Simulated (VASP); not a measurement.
Set up this calculation in VASP 6.6.1, as the native input.

```yaml
Task: single point
Functional: r2SCAN
Potentials_or_basis: VASP PAW PBE potentials, release 64 (Ti_sv, N)
Cutoff: 520 eV
k_mesh: 14 × 14 × 7
Occupations: gaussian, width 0.05 eV
Spin: collinear spin
Starting_moments: "[1.0, -1.0, 0.0, 0.0] μB"
Dipole_correction: no
Further_INCAR_settings: ALGO = Normal; EDIFF = 1e-06; NBANDS = 29
```

TiN:

```
Ti N
1.0
     0.00000    2.11626    2.11626
     4.23251    2.11626    2.11626
     4.23251    4.23251    0.00000
Ti N
2 2
Direct
  0.50000 0.50000 0.00000
  0.50000 0.50000 0.50000
  0.00000 0.00000 0.00000
  0.00000 0.00000 0.50000
```

One way to write it, as run:

POSCAR

```
TiN
1.0
    0.0000000000      2.1162573850      2.1162573850
    4.2325147700      2.1162573850      2.1162573850
    4.2325147700      4.2325147700      0.0000000000
Ti N
2 2
Direct
    0.5000000000      0.5000000000      0.0000000000
    0.5000000000      0.5000000000      0.5000000000
    0.0000000000      0.0000000000      0.0000000000
    0.0000000000      0.0000000000      0.5000000000
```

INCAR.step1

```
SYSTEM = TiN
  PREC = Accurate
  ENCUT = 520
  ISMEAR = 0
  SIGMA = 0.05
  LREAL = .False.
  LASPH = .True.
  NELM = 150
  ISPIN = 2
  MAGMOM = 1 -1 0 0
  LMAXMIX = 4
  NBANDS = 29
  GGA = PE
  ALGO = Normal
  EDIFF = 1E-4
  LWAVE = .True.
  LCHARG = .False.
```

INCAR.step2

```
SYSTEM = TiN
  PREC = Accurate
  ENCUT = 520
  EDIFF = 1E-6
  ISMEAR = 0
  SIGMA = 0.05
  LREAL = .False.
  LASPH = .True.
  NELM = 150
  ALGO = Normal
  ISIF = 2
  LWAVE = .False.
  LCHARG = .False.
  ISPIN = 2
  MAGMOM = 1 -1 0 0
  LORBIT = 11
  LMAXMIX = 4
  METAGGA = R2SCAN
  LMIXTAU = .True.
  NBANDS = 29
  ISTART = 1
```

KPOINTS

```
regular mesh
0
Gamma
  14 14 7
  0 0 0
```

Potentials or basis: VASP PAW PBE potentials, release 64 (Ti_sv, N).

Run with:

```bash
$ cat potpaw_PBE.64/Ti_sv/POTCAR potpaw_PBE.64/N/POTCAR > POTCAR
$ cp INCAR.step1 INCAR
$ mpirun -np 1 vasp_std > vasp.out
$ cp INCAR.step2 INCAR
$ mpirun -np 1 vasp_std > vasp.out
```

It gave:

| Item | Value |
| --- | --- |
| Pressure | 1.5 GPa |
| Band gap on the k mesh | zero (filled and empty bands overlap) |
| Net moment | 0.00 μB per cell |
| Valence electrons inside the program's atomic spheres | Ti 10.36; N 3.80 |

Caveat: the PAW data sets were made with another functional, which shifts forces and pressure a little.

It took 18 min on 1 thread of Intel(R) Xeon(R) 6975P-C (Granite Rapids) (shared host), peak memory 0.41 GiB.
